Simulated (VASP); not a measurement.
A run of VASP 6.6.1:

INCAR

```
ALGO = Normal
EDIFF = 1E-6
ENCUT = 520
GGA = PS
ISIF = 2
ISMEAR = 0
LASPH = True
LCHARG = False
LREAL = False
LWAVE = False
NBANDS = 12
NELM = 80
PREC = Accurate
SIGMA = 0.05
```

KPOINTS

```
k-points
0
Gamma
  8 8 8
```

The input POSCAR:

```
LiCl
1.0
    0.0000000000      2.5647600000      2.4365220000
    2.5647600000      0.0000000000      2.4365220000
    2.5647600000      2.5647600000      0.0000000000
Li Cl
1 1
Direct
    0.0000000000      0.0000000000      0.0000000000
    0.5000000000      0.5000000000      0.5000000000
```

Potentials or basis: VASP PAW PBE potentials, release 64 (Li_sv, Cl).

Command:

```sh
$ cat potpaw_PBE.64/Li_sv/POTCAR potpaw_PBE.64/Cl/POTCAR > POTCAR
$ mpirun -np 1 vasp_std > vasp.out
```

Hardware: 1 thread of Intel Xeon 8259CL (shared host).

Question: How long does it take, and how much memory?

Answer: Wall time 29 s on 1 thread of Intel Xeon 8259CL (shared host), peak memory 0.16 GiB. Counts: scf iterations 12, k points 59.
